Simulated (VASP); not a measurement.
Here is a VASP 6.6.1 calculation.

File INCAR:

```
SYSTEM = Cd
ALGO = Normal ; EDIFF = 1E-6
ENCUT = 520 ; GGA = PE
ISIF = 2 ; ISMEAR = -1
LASPH = .TRUE. ; LCHARG = .FALSE.
LREAL = .FALSE. ; LWAVE = .FALSE.
NBANDS = 19 ; NELM = 80
PREC = Accurate ; SIGMA = 0.1
```

File KPOINTS:

```
k-points
0
G
  14 14 14
  0 0 0
```

Contents of POSCAR:

```
Cd
1.0
   -2.7804564479      2.7804564479      1.4215283759
    2.7804564479     -2.7804564479      1.4215283759
    2.7804564479      2.7804564479     -1.4215283759
Cd
2
Direct
   -0.3750000000     -0.1250000000     -0.2500000000
    0.3750000000      0.1250000000      0.2500000000
```

Potentials or basis: VASP PAW PBE potentials, release 64 (Cd).

Run with:

```console
$ cat potpaw_PBE.64/Cd/POTCAR > POTCAR
$ mpirun -np 1 vasp_std > vasp.out
```

(1) What does it give for the pressure?

(2) Estimate the band gap on the k mesh.

## Answers

(1) 8.6 GPa.

(2) zero (band 12 reaches 6.19 eV, above the bottom of band 13 at 0.19 eV).
